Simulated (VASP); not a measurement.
Input of a VASP 6.6.1 run:

INCAR

```
SYSTEM = Ba
PREC = Accurate
ENCUT = 520
EDIFF = 1E-6
ISMEAR = -1
SIGMA = 0.05
LREAL = .FALSE.
LASPH = .TRUE.
NELM = 150
ALGO = Normal
ISIF = 2
LWAVE = .FALSE.
LCHARG = .FALSE.
MAGMOM = 0 0 0
LORBIT = 11
LSORBIT = .TRUE.
GGA_COMPAT = .FALSE.
LORBMOM = .TRUE.
GGA = PE
NBANDS = 21
```

The input KPOINTS:

```
Automatic mesh
0
G
  12 12 12
  0 0 0
```

Contents of POSCAR:

```
Ba
1.0
   -2.5124974217      2.5124974217      2.5124974217
    2.5124974217     -2.5124974217      2.5124974217
    2.5124974217      2.5124974217     -2.5124974217
Ba
1
Direct
    0.0000000000      0.0000000000      0.0000000000
```

Potentials or basis: VASP PAW PBE potentials, release 64 (Ba_sv).

Run with:

```sh
$ cat potpaw_PBE.64/Ba_sv/POTCAR > POTCAR
$ mpirun -np 1 vasp_ncl > vasp.out
```

Task: Estimate the net moment.

Result: 0.00 μB per cell.

Task: Predict the pressure.

Result: 0.0 GPa.

Moments on the atoms (μB; x, y, z):
```
Ba  0.00 0.00 0.00
```
